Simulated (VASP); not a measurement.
# Li2O (Fm-3m) in VASP: notebook

Li2O is run at these levels: PBE; tasks: G0W0 quasiparticle levels.

Program: VASP 6.6.1. These are calculated values, not measurements. Logs are shortened: lines on timing, memory, paths and dates and some standing lists are left out, and cuts for length are marked.

## 1. The cell of the first run

It takes space group Fm-3m (No. 225, cubic). Conventional cell: a = 4.573 Å, b = 4.573 Å, c = 4.573 Å, α = 90.00°, β = 90.00°, γ = 90.00°. Li (site symmetry -43m) has 4 O at 1.98 Å and 6 Li at 2.29 Å within 2.6 Å. Within 2.6 Å of O (site symmetry m-3m) lie 8 Li at 1.98 Å.

## 2. G0W0 quasiparticle levels, PBE

The input, POSCAR:

```
Li2O
1.0
    0.0000000000      2.2863690203      2.2863690203
    2.2863690203      0.0000000000      2.2863690203
    2.2863690203      2.2863690203      0.0000000000
Li O
2 1
Direct
    0.2500000000      0.2500000000      0.2500000000
    0.7500000000      0.7500000000      0.7500000000
    0.0000000000      0.0000000000      0.0000000000
```

The input, INCAR.step1:

```
SYSTEM = Li2O
PREC = Accurate
ENCUT = 500
EDIFF = 1E-8
ISMEAR = 0
SIGMA = 0.01
LREAL = .FALSE.
LASPH = .TRUE.
NELM = 80
ALGO = Normal
LWAVE = .TRUE.
LCHARG = .FALSE.
GGA = PE
```

The input, INCAR.step2:

```
SYSTEM = Li2O
PREC = Accurate
ENCUT = 500
EDIFF = 1E-8
ISMEAR = 0
SIGMA = 0.01
LREAL = .FALSE.
LASPH = .TRUE.
NELM = 1
ALGO = Exact
LWAVE = .TRUE.
LCHARG = .FALSE.
GGA = PE
NBANDS = 34
LOPTICS = .TRUE.
ISTART = 1
```

The input, INCAR.step3:

```
SYSTEM = Li2O
PREC = Accurate
ENCUT = 500
EDIFF = 1E-8
ISMEAR = 0
SIGMA = 0.01
LREAL = .FALSE.
LASPH = .TRUE.
ALGO = EVGW0
LWAVE = .FALSE.
LCHARG = .FALSE.
GGA = PE
NELMGW = 1
NBANDS = 34
ENCUTGW = 60
NOMEGA = 48
PRECFOCK = Fast
ISTART = 1
NBANDSGW = 12
```

The input, KPOINTS:

```
regular mesh
0
G
  4 4 4
  0 0 0
```

Potentials or basis: VASP PAW PBE potentials, release 64 (Li_GW, O_GW).

Run with:

```sh
$ cat potpaw_PBE.64/Li_GW/POTCAR potpaw_PBE.64/O_GW/POTCAR > POTCAR
$ cp INCAR.step1 INCAR
$ mpirun -np 1 vasp_std > vasp.out
$ cp INCAR.step2 INCAR
$ mpirun -np 1 vasp_std > vasp.out
$ cp INCAR.step3 INCAR
$ mpirun -np 1 vasp_std > vasp.out
```

OUTCAR:

```text
SYSTEM = Li2O
   PREC = Accurate
   ENCUT = 500
   EDIFF = 1E-8
   ISMEAR = 0
   LREAL = .FALSE.
   LASPH = .TRUE.
   GGA = PE
   NELMGW = 1
   ENCUTGW = 60
   PRECFOCK = Fast
   ISTART = 1

 ion  position               nearest neighbor table
   1  0.250  0.250  0.250-   3 1.98   3 1.98   3 1.98   3 1.98   2 2.29   2 2.29   2 2.29   2 2.29
                             2 2.29   2 2.29
   2  0.750  0.750  0.750-   3 1.98   3 1.98   3 1.98   3 1.98   1 2.29   1 2.29   1 2.29   1 2.29
                             1 2.29   1 2.29
   3  0.000  0.000  0.000-   2 1.98   2 1.98   2 1.98   1 1.98   1 1.98   1 1.98   2 1.98   1 1.98

  LATTYP: Found a face centered cubic cell.
 ALAT       =     4.5727380406

  Lattice vectors:

 A1 = (   0.0000000000,   2.2863690203,   2.2863690203)
 A2 = (   2.2863690203,   0.0000000000,   2.2863690203)
 A3 = (   2.2863690203,   2.2863690203,   0.0000000000)

Analysis of symmetry for initial positions (statically):
=====================================================================
 Subroutine PRICEL returns:
 Original cell was already a primitive cell.

 Routine SETGRP: Setting up the symmetry group for a
 face centered cubic supercell.

 Subroutine GETGRP returns: Found 48 space group operations
 (whereof 48 operations were pure point group operations)
 out of a pool of 48 trial point group operations.

The static configuration has the point symmetry O_h .

Analysis of symmetry for dynamics (positions and initial velocities):
=====================================================================
 Subroutine PRICEL returns:
 Original cell was already a primitive cell.

 Routine SETGRP: Setting up the symmetry group for a
 face centered cubic supercell.

 Subroutine GETGRP returns: Found 48 space group operations
 (whereof 48 operations were pure point group operations)
 out of a pool of 48 trial point group operations.

The dynamic configuration has the point symmetry O_h .

 Subroutine INISYM returns: Found 48 space group operations
 (whereof 48 operations are pure point group operations),
 and found     1 'primitive' translations

----------------------------------------------------------------------------------------

                                     Primitive cell

[... 77 lines left out ...]
   EDIFFG = 0.1E-06   stopping-criterion for IOM
   NSW    =      0    number of steps for IOM
   IBRION =     -1    ionic relax: 0-MD 1-quasi-New 2-CG
   NFREE  =      0    steps in history (QN), initial steepest desc. (CG)
   ISIF   =      0    stress and relaxation
   ISYM   =      3    0-nonsym 1-usesym 2-fastsym
   POTIM  = 0.5000    time-step for ionic-motion
   TEBEG  =    0.0;   TEEND  =   0.0 temperature during run
   PSTRESS=    0.0 pullay stress
   NELECT =       8.0000    total number of electrons
   NUPDOWN=      -1.0000    fix difference up-down
   EMIN   =  10.00;   EMAX   =-10.00  energy-range for DOS
   EFERMI =   0.00;   METHOD = LEGACY
   ISMEAR =     0;   SIGMA  =   0.01  broadening in eV -4-tet -1-fermi 0-gaus
   EFERMI_NEDOS =   21; number of points for ismear=-14 and -15
   IALGO  =     38    algorithm
   IMIX   =      4    mixing-type and parameters
     AMIX     =   0.40;   BMIX     =  1.00
     AMIX_MAG =   1.60;   BMIX_MAG =  1.00
  volume/ion in A,a.u.               =       7.97        53.77
  Fermi-wavevector in a.u.,A,eV,Ry     =   1.136620  2.147900 17.577425  1.291904
  Thomas-Fermi vector in A             =   2.273325
   LORBIT       =      0    0 simple, 1 ext, 2 COOP (PROOUT), +10 PAW based schemes
   GGA     = PE    functional components
   LHFCALC =     T    Hartree Fock is set to
   PRECFOCK=fast      Normal, Fast or Accurate (Low or Medium for compatibility)
   ENCUT4O =  -1.0   cutoff for four orbital integrals eV
   NKREDX  =     1    reduce k-point grid by
   NKREDY  =     1    reduce k-point grid by
   NKREDZ  =     1    reduce k-point grid by
   AEXX    =    1.0000 exact exchange contribution
   HFSCREEN=    0.0000 screening length (either q_TF or 0.3 A-1)
   HFSCREENC=   0.0000 screening length for correlation (either q_TF or 0.3 A-1)
   ENCUTFOCK=  -1.0 apply spherical cutoff to Coloumb kernel
   IVDW    =     0    specifies the selected vdW correction
   LEPSILON=     F    determine dielectric tensor
   LRPA    =     F    only Hartree local field effects (RPA)
   LRPAFORCE           =     F    calculate RPA forces
   ENCUTGW             =  60.0    cutoff for response function in eV
   ENCUTGWSOFT         =  48.0    soft cutoff for Coulomb kernel in GW response function in eV
   ENCUTLF             =  -1.0    cutoff for local field effects
   NELMGW              =     1    number of iterations in solving QP/BSE equation
   NELMHF              =     1    number of iterations in the inner HF iteration
   NKREDLFX            =     1    NKREDLFY  =   1   NKREDLFZ  =   1
 non-spin polarized calculation
 Gauss-broadening in eV      SIGMA  =   0.01
  energy-cutoff  :      500.00
  volume of cell :       23.90
 maximum number of plane-waves:       620
  NGX = 14; NGY = 14; NGZ = 14
   NGX = 11   NGY = 11   NGZ = 11
 maximum number of plane-waves:        28
 NGX is ok and might be reduce to    10

 QP shifts <psi_nk| G(iteration)W_0 |psi_nk>: iteration 1
 for sc-GW calculations column KS-energies equals QP-energies in previous step
 and V_xc(KS)=  KS-energies - (<T + V_ion + V_H > + <T+V_H+V_ion>^1  + <V_x>^1)

 k-point   1 :       0.0000    0.0000    0.0000
  band No.  KS-energies  QP-energies   sigma(KS)   V_xc(KS)     V^pw_x(r,r')   Z            occupation Imag(sigma)

      1     -17.7512     -20.3229     -22.5072     -18.9983     -30.5865       0.7329       2.0000       1.2195
      2      -2.2009      -3.3482     -20.5266     -19.0480     -24.6979       0.7759       2.0000       0.1542
      3      -2.2009      -3.3482     -20.5266     -19.0480     -24.6979       0.7759       2.0000       0.1542
      4      -2.2009      -3.3482     -20.5266     -19.0480     -24.6979       0.7759       2.0000       0.1542
      5       3.3040       4.2629      -8.2337      -9.3941      -4.8011       0.8263       0.0000      -0.1119
      6       9.9299      11.5625      -6.2443      -8.2069      -2.5442       0.8318       0.0000      -0.1225
      7       9.9299      11.5625      -6.2443      -8.2069      -2.5442       0.8318       0.0000      -0.1225
      8       9.9299      11.5625      -6.2443      -8.2069      -2.5442       0.8318       0.0000      -0.1225
      9      17.1744      18.1851      -6.0126      -7.3003      -1.2409       0.7848       0.0000      -0.6552
     10      17.1744      18.1851      -6.0126      -7.3003      -1.2409       0.7848       0.0000      -0.6552
     11      17.1744      18.1851      -6.0126      -7.3003      -1.2409       0.7848       0.0000      -0.6552
     12      19.4814      21.0565      -7.0495      -8.9059      -2.8556       0.8485       0.0000      -0.6289
[... 100 lines left out ...]
      1     -17.4225     -19.9291     -22.9198     -19.5751     -31.0383       0.7494       2.0000       1.1620
      2      -4.0923      -5.5355     -17.5067     -15.6223     -21.4247       0.7658       2.0000       0.1852
      3      -3.7291      -5.2045     -18.7123     -16.7736     -22.8749       0.7610       2.0000       0.1831
      4      -3.7291      -5.2045     -18.7123     -16.7736     -22.8749       0.7610       2.0000       0.1831
      5       5.0875       6.3406      -9.2931     -10.8367      -6.2189       0.8118       0.0000      -0.1161
      6       8.4725       9.9616      -7.3209      -9.1496      -3.3568       0.8143       0.0000      -0.1552
      7      12.2694      14.1631      -9.8794     -12.2833      -5.5782       0.7878       0.0000      -0.3139
      8      12.2694      14.1631      -9.8794     -12.2833      -5.5782       0.7878       0.0000      -0.3139
      9      16.3079      17.8540      -6.5085      -8.4309      -2.2460       0.8043       0.0000      -0.2966
     10      16.3079      17.8540      -6.5085      -8.4309      -2.2460       0.8043       0.0000      -0.2966
     11      21.4216      23.4999      -7.6254     -10.1228      -2.8800       0.8322       0.0000      -0.8460
     12      22.6394      24.9947      -6.4993      -9.3442      -2.2366       0.8279       0.0000      -0.4575
```

It took 19 s on 1 thread of Intel Xeon 6975P-C (Granite Rapids), shared host; peak memory 0.2 GiB.

What came out:

- Band gap on the k mesh, mean-field level: 5.04 eV, indirect (least direct gap 5.50 eV)
- Quasiparticle gap: 7.11 eV
- Least direct quasiparticle gap: 7.61 eV

Caveat: the k points lie up to 0.59 Å⁻¹ apart; bands, screening cutoff and mesh are small and nothing is extrapolated, so the quasiparticle values aren't converged.

## 3. G0W0 quasiparticle levels, PBE

POSCAR is that of step 2.

The input, INCAR.step1:

```
SYSTEM = Li2O
PREC     = Accurate       ! precision mode
ENCUT    = 500            ! plane-wave cutoff, eV
EDIFF    = 1E-8           ! SCF threshold, eV
ISMEAR   = 0              ! smearing method
SIGMA    = 0.01           ! smearing width, eV
LREAL    = .False.        ! projectors in reciprocal space
LASPH    = .True.         ! aspherical terms in the spheres
NELM     = 60             ! most SCF steps
ALGO     = Normal         ! electronic algorithm
LWAVE    = .True.         ! write WAVECAR
LCHARG   = .False.        ! write CHGCAR
GGA      = PE             ! functional
```

The input, INCAR.step2:

```
SYSTEM = Li2O
PREC     = Accurate       ! precision mode
ENCUT    = 500            ! plane-wave cutoff, eV
EDIFF    = 1E-8           ! SCF threshold, eV
ISMEAR   = 0              ! smearing method
SIGMA    = 0.01           ! smearing width, eV
LREAL    = .False.        ! projectors in reciprocal space
LASPH    = .True.         ! aspherical terms in the spheres
NELM     = 1              ! most SCF steps
ALGO     = Exact          ! electronic algorithm
LWAVE    = .True.         ! write WAVECAR
LCHARG   = .False.        ! write CHGCAR
GGA      = PE             ! functional
NBANDS   = 64             ! bands
LOPTICS  = .True.         ! frequency-dependent dielectric function
ISTART   = 1
```

The input, INCAR.step3:

```
SYSTEM = Li2O
PREC     = Accurate       ! precision mode
ENCUT    = 500            ! plane-wave cutoff, eV
EDIFF    = 1E-8           ! SCF threshold, eV
ISMEAR   = 0              ! smearing method
SIGMA    = 0.01           ! smearing width, eV
LREAL    = .False.        ! projectors in reciprocal space
LASPH    = .True.         ! aspherical terms in the spheres
ALGO     = EVGW0          ! electronic algorithm
LWAVE    = .False.        ! write WAVECAR
LCHARG   = .False.        ! write CHGCAR
GGA      = PE             ! functional
NELMGW   = 1            
NBANDS   = 64             ! bands
ENCUTGW  = 80.0           ! cutoff of the response function
NOMEGA   = 48             ! frequency points
PRECFOCK = Fast         
ISTART   = 1            
NBANDSGW = 12
```

The input, KPOINTS:

```
regular mesh
0
Gamma
  4 4 4
  0 0 0
```

Potentials or basis: VASP PAW PBE potentials, release 64 (Li_GW, O_GW).

Run with:

```sh
$ cat potpaw_PBE.64/Li_GW/POTCAR potpaw_PBE.64/O_GW/POTCAR > POTCAR
$ cp INCAR.step1 INCAR
$ mpirun -np 1 vasp_std > vasp.out
$ cp INCAR.step2 INCAR
$ mpirun -np 1 vasp_std > vasp.out
$ cp INCAR.step3 INCAR
$ mpirun -np 1 vasp_std > vasp.out
```

OUTCAR:

```text
SYSTEM = Li2O
   PREC = Accurate
   ENCUT = 500
   EDIFF = 1E-8
   ISMEAR = 0
   LREAL = .False.
   LASPH = .True.
   GGA = PE
   NELMGW = 1
   ENCUTGW = 80.0
   PRECFOCK = Fast
   ISTART = 1

 ion  position               nearest neighbor table
   1  0.250  0.250  0.250-   3 1.98   3 1.98   3 1.98   3 1.98   2 2.29   2 2.29   2 2.29   2 2.29
                             2 2.29   2 2.29
   2  0.750  0.750  0.750-   3 1.98   3 1.98   3 1.98   3 1.98   1 2.29   1 2.29   1 2.29   1 2.29
                             1 2.29   1 2.29
   3  0.000  0.000  0.000-   2 1.98   2 1.98   2 1.98   1 1.98   1 1.98   1 1.98   2 1.98   1 1.98

  LATTYP: Found a face centered cubic cell.
 ALAT       =     4.5727380406

  Lattice vectors:

 A1 = (   0.0000000000,   2.2863690203,   2.2863690203)
 A2 = (   2.2863690203,   0.0000000000,   2.2863690203)
 A3 = (   2.2863690203,   2.2863690203,   0.0000000000)

Analysis of symmetry for initial positions (statically):
=====================================================================
 Subroutine PRICEL returns:
 Original cell was already a primitive cell.

 Routine SETGRP: Setting up the symmetry group for a
 face centered cubic supercell.

 Subroutine GETGRP returns: Found 48 space group operations
 (whereof 48 operations were pure point group operations)
 out of a pool of 48 trial point group operations.

The static configuration has the point symmetry O_h .

Analysis of symmetry for dynamics (positions and initial velocities):
=====================================================================
 Subroutine PRICEL returns:
 Original cell was already a primitive cell.

[... 112 lines left out ...]
     AMIX_MAG =   1.60;   BMIX_MAG =  1.00
  volume/ion in A,a.u.               =       7.97        53.77
  Fermi-wavevector in a.u.,A,eV,Ry     =   1.136620  2.147900 17.577425  1.291904
  Thomas-Fermi vector in A             =   2.273325
   LORBIT       =      0    0 simple, 1 ext, 2 COOP (PROOUT), +10 PAW based schemes
   GGA     = PE    functional components
   LHFCALC =     T    Hartree Fock is set to
   PRECFOCK=fast      Normal, Fast or Accurate (Low or Medium for compatibility)
   ENCUT4O =  -1.0   cutoff for four orbital integrals eV
   NKREDX  =     1    reduce k-point grid by
   NKREDY  =     1    reduce k-point grid by
   NKREDZ  =     1    reduce k-point grid by
   AEXX    =    1.0000 exact exchange contribution
   HFSCREEN=    0.0000 screening length (either q_TF or 0.3 A-1)
   HFSCREENC=   0.0000 screening length for correlation (either q_TF or 0.3 A-1)
   ENCUTFOCK=  -1.0 apply spherical cutoff to Coloumb kernel
   IVDW    =     0    specifies the selected vdW correction
   LEPSILON=     F    determine dielectric tensor
   LRPA    =     F    only Hartree local field effects (RPA)
   LRPAFORCE           =     F    calculate RPA forces
   ENCUTGW             =  80.0    cutoff for response function in eV
   ENCUTGWSOFT         =  64.0    soft cutoff for Coulomb kernel in GW response function in eV
   ENCUTLF             =  -1.0    cutoff for local field effects
   NELMGW              =     1    number of iterations in solving QP/BSE equation
   NELMHF              =     1    number of iterations in the inner HF iteration
   NKREDLFX            =     1    NKREDLFY  =   1   NKREDLFZ  =   1
 non-spin polarized calculation
 Gauss-broadening in eV      SIGMA  =   0.01
  energy-cutoff  :      500.00
  volume of cell :       23.90
 maximum number of plane-waves:       620
  NGX = 14; NGY = 14; NGZ = 14
   NGX = 11   NGY = 11   NGZ = 11
 maximum number of plane-waves:        51
 NGX is ok and might be reduce to    10

 QP shifts <psi_nk| G(iteration)W_0 |psi_nk>: iteration 1
 for sc-GW calculations column KS-energies equals QP-energies in previous step
 and V_xc(KS)=  KS-energies - (<T + V_ion + V_H > + <T+V_H+V_ion>^1  + <V_x>^1)

 k-point   1 :       0.0000    0.0000    0.0000
  band No.  KS-energies  QP-energies   sigma(KS)   V_xc(KS)     V^pw_x(r,r')   Z            occupation Imag(sigma)

      1     -17.7512     -20.1027     -22.2438     -18.9983     -30.5865       0.7245       2.0000       1.1722
      2      -2.2009      -3.4638     -20.6803     -19.0480     -24.6979       0.7737       2.0000       0.1534
      3      -2.2009      -3.4638     -20.6803     -19.0480     -24.6979       0.7737       2.0000       0.1534
      4      -2.2009      -3.4638     -20.6803     -19.0480     -24.6979       0.7737       2.0000       0.1534
      5       3.3040       4.2173      -8.2874      -9.3941      -4.8011       0.8253       0.0000      -0.1101
      6       9.9299      11.4255      -6.4061      -8.2069      -2.5442       0.8305       0.0000      -0.1250
      7       9.9299      11.4255      -6.4061      -8.2069      -2.5442       0.8305       0.0000      -0.1250
      8       9.9299      11.4255      -6.4061      -8.2069      -2.5442       0.8305       0.0000      -0.1250
      9      17.1744      18.0447      -6.1888      -7.3003      -1.2409       0.7829       0.0000      -0.6559
     10      17.1744      18.0447      -6.1888      -7.3003      -1.2409       0.7829       0.0000      -0.6559
     11      17.1744      18.0447      -6.1888      -7.3003      -1.2409       0.7829       0.0000      -0.6559
     12      19.4814      20.8202      -7.3221      -8.9059      -2.8556       0.8454       0.0000      -0.6317
[... 100 lines left out ...]
      1     -17.4225     -19.7375     -22.6993     -19.5751     -31.0383       0.7410       2.0000       1.1157
      2      -4.0923      -5.6290     -17.6339     -15.6223     -21.4247       0.7639       2.0000       0.1818
      3      -3.7291      -5.2921     -18.8304     -16.7736     -22.8749       0.7599       2.0000       0.1810
      4      -3.7291      -5.2921     -18.8304     -16.7736     -22.8749       0.7599       2.0000       0.1810
      5       5.0875       6.2405      -9.4126     -10.8367      -6.2189       0.8097       0.0000      -0.1154
      6       8.4725       9.8560      -7.4473      -9.1496      -3.3568       0.8128       0.0000      -0.1560
      7      12.2694      14.0003     -10.0744     -12.2833      -5.5782       0.7836       0.0000      -0.3135
      8      12.2694      14.0003     -10.0744     -12.2833      -5.5782       0.7836       0.0000      -0.3135
      9      16.3079      17.6897      -6.7101      -8.4309      -2.2460       0.8030       0.0000      -0.2980
     10      16.3079      17.6897      -6.7101      -8.4309      -2.2460       0.8030       0.0000      -0.2980
     11      21.4216      23.3032      -7.8552     -10.1228      -2.8800       0.8298       0.0000      -0.8512
     12      22.6394      24.8019      -6.7268      -9.3442      -2.2366       0.8262       0.0000      -0.4406
```

Wall time 78 s (1 thread of AMD EPYC 7R43 (Zen 3), shared host); peak memory 0.18 GiB.

What came out:

* Band gap on the k mesh, mean-field level: 5.04 eV, indirect (least direct gap 5.50 eV)
* Quasiparticle gap: 7.15 eV
* Least direct quasiparticle gap: 7.68 eV

Caveat: the k points lie up to 0.59 Å⁻¹ apart; bands, screening cutoff and mesh are small and nothing is extrapolated, so the quasiparticle values aren't converged. A k mesh can miss the band edges.

[end of part 1 of 2]
